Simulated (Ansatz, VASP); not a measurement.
**One calculation of RuS2, two programs**

```
Ru S
1.0
     5.69231    0.00000    0.00000
     0.00000    5.69231    0.00000
     0.00000    0.00000    5.69231
Ru S
4 8
Direct
  0.00000 0.00000 0.00000
  0.50000 0.00000 0.50000
  0.50000 0.50000 0.00000
  0.00000 0.50000 0.50000
  0.38831 0.38831 0.38831
  0.11169 0.61169 0.88831
  0.88831 0.11169 0.61169
  0.61169 0.88831 0.11169
  0.61169 0.61169 0.61169
  0.88831 0.38831 0.11169
  0.11169 0.88831 0.38831
  0.38831 0.11169 0.88831
```

Alike in both runs: task single point; functional r2SCAN; k mesh 5 × 5 × 5; occupations fermi-dirac, width 0.0157 eV; no spin polarisation.

|  | VASP | Ansatz |
| --- | --- | --- |
| version | VASP 6.6.1 | Ansatz 0.2.0 |
| potentials or method | VASP PAW PBE potentials, release 64 (Ru_pv, S), cutoff 520 eV | PAW plane waves |
| valence electrons in the cell | 104 | 112 |

```csv
,VASP,Ansatz,Ansatz less VASP
gap on the k mesh at the Fermi level (eV),0.94,0.95,+0.008
pressure (GPa),-5.5,-5.4,+0.12
rms of the force components (eV/Å),0.003,0.022,+0.0199
```

VASP's potentials were made for PBE, not for r2SCAN. Atom by atom the forces differ by 0.020 eV/Å (rms over components). VASP's potentials hold 104 valence electrons a cell and Ansatz's 112, so a difference there can come from the potentials and not from the codes.
